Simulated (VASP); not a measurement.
Crystal: Nb.

```
Nb
1.0
    -1.46151    1.46151    2.22347
     1.46151   -1.46151    2.22347
     1.46151    1.46151   -2.22347
Nb
1
Direct
  0.00000 0.00000 0.00000
```

| Property | Result |
| --- | --- |
| Program | VASP 6.6.1 |
| Task | relaxation of cell and atoms |
| Functional | PBE |
| Potentials or basis | VASP PAW PBE potentials, release 64 (Nb_sv) |
| Cutoff | 600 eV |
| k mesh | 26 × 26 × 26 |
| Occupations | gaussian, width 0.1 eV |
| Spin | no spin polarisation |

At the start: pressure -3.1 GPa; volume 19.00 Å³/atom.

Question: How do energy, volume and symmetry change on relaxing?

Answer: Over 17 steps the energy falls by 136.4 meV/atom and the volume is 18.44 Å³/atom (-2.9 %); space group I4/mmm (No. 139, to 0.1 Å) before and after.

Step by step:
```csv
step,energy change (eV),largest force (eV/Å),pressure (GPa),volume (Å³)
1,0.0000,0.0000,-3.08,19.00
2,-0.0793,0.0000,4.91,17.98
3,-0.0895,0.0000,9.77,17.49
4,-0.1122,0.0000,8.60,17.59
5,-0.1163,0.0000,7.68,17.69
6,-0.1175,0.0000,7.81,17.66
7,-0.1323,0.0000,3.60,18.07
8,-0.1364,0.0000,-0.22,18.47
9,-0.1364,0.0000,-0.09,18.44
10,-0.1364,0.0000,0.21,18.41
11,-0.1364,0.0000,0.24,18.41
12,-0.1364,0.0000,0.21,18.42
13,-0.1364,0.0000,0.12,18.44
14,-0.1364,0.0000,-0.14,18.46
15,-0.1364,0.0000,-0.11,18.45
16,-0.1364,0.0000,-0.08,18.44
17,-0.1364,0.0000,-0.01,18.44
```

Final structure:
```xyz
1
Lattice="-1.3708 1.3708 2.4530 1.3708 -1.3708 2.4530 1.3708 1.3708 -2.4530" Properties=species:S:1:pos:R:3 pbc="T T T"
Nb    0.0000    0.0000    0.0000
```
